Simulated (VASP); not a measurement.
A run of VASP 6.6.1:

Contents of POSCAR:

```
Fe
1.0
   -1.5248495650      1.5248495650      1.5248495650
    1.5248495650     -1.5248495650      1.5248495650
    1.5248495650      1.5248495650     -1.5248495650
Fe
1
Direct
    0.0000000000      0.0000000000      0.0000000000
```

The input INCAR.step1:

```
SYSTEM = Fe
ALGO = Normal ; EDIFF = 1E-4
ENCUT = 520 ; GGA = PE
ISMEAR = -1 ; ISPIN = 2
LASPH = .True. ; LCHARG = .False.
LMAXMIX = 4 ; LREAL = .False.
LWAVE = .True. ; MAGMOM = 3
NBANDS = 14 ; NELM = 150
PREC = Accurate ; SIGMA = 0.05
```

File INCAR.step2:

```
SYSTEM = Fe
ALGO = Normal ; EDIFF = 1E-7
ENCUT = 520 ; ISIF = 2
ISMEAR = -1 ; ISPIN = 2
ISTART = 1 ; LASPH = .True.
LCHARG = .False. ; LMAXMIX = 4
LMIXTAU = .True. ; LORBIT = 11
LREAL = .False. ; LWAVE = .False.
MAGMOM = 3 ; METAGGA = R2SCAN
NBANDS = 14 ; NELM = 150
PREC = Accurate ; SIGMA = 0.05
```

Contents of KPOINTS:

```
k-points
0
Gamma
  14 14 14
  0 0 0
```

Potentials or basis: VASP PAW PBE potentials, release 64 (Fe).

The run is started by

```bash
$ cat potpaw_PBE.64/Fe/POTCAR > POTCAR
$ cp INCAR.step1 INCAR
$ mpirun -np 1 vasp_std > vasp.out
$ cp INCAR.step2 INCAR
$ mpirun -np 1 vasp_std > vasp.out
```

Hardware: 1 thread of Intel(R) Xeon(R) 6975P-C (Granite Rapids), on a shared host.

Q: Estimate the wall time of this run.

A: It took 74 s on 1 thread of Intel(R) Xeon(R) 6975P-C (Granite Rapids), on a shared host, peak memory 0.15 GiB. Counts: k points 104.
